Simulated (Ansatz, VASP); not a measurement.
**Bi in VASP and in Ansatz**

```
Bi
1.0
     0.00000    3.15101    3.15101
     3.15101    0.00000    3.15101
     3.15101    3.15101    0.00000
Bi
2
Direct
  0.87500 0.87500 0.87500
  0.12500 0.12500 0.12500
```

Change from the starting cell: volume scaled by 0.68, LAPW.

Alike in both runs: task single point; functional PBEsol; k mesh 11 × 11 × 11; occupations fermi-dirac, width 0.08 eV; no spin polarisation.

|  | VASP | Ansatz |
| --- | --- | --- |
| version | VASP 6.6.1 | Ansatz 0.2.0 |
| potentials or method | VASP PAW PBE potentials, release 64 (Bi_d), cutoff 520 eV | all-electron LAPW, scalar-relativistic |

|  | VASP | Ansatz | Ansatz less VASP |
| --- | --- | --- | --- |
| pressure (GPa) | 28.9 | 29.0 | +0.10 |

VASP's potentials were made for PBE, not for PBEsol. Both programs put the cell under a high pressure, so it lies far from rest at this level. Ansatz ran all-electron here, and VASP with PAW potentials.

Spin-orbit coupling is off throughout.
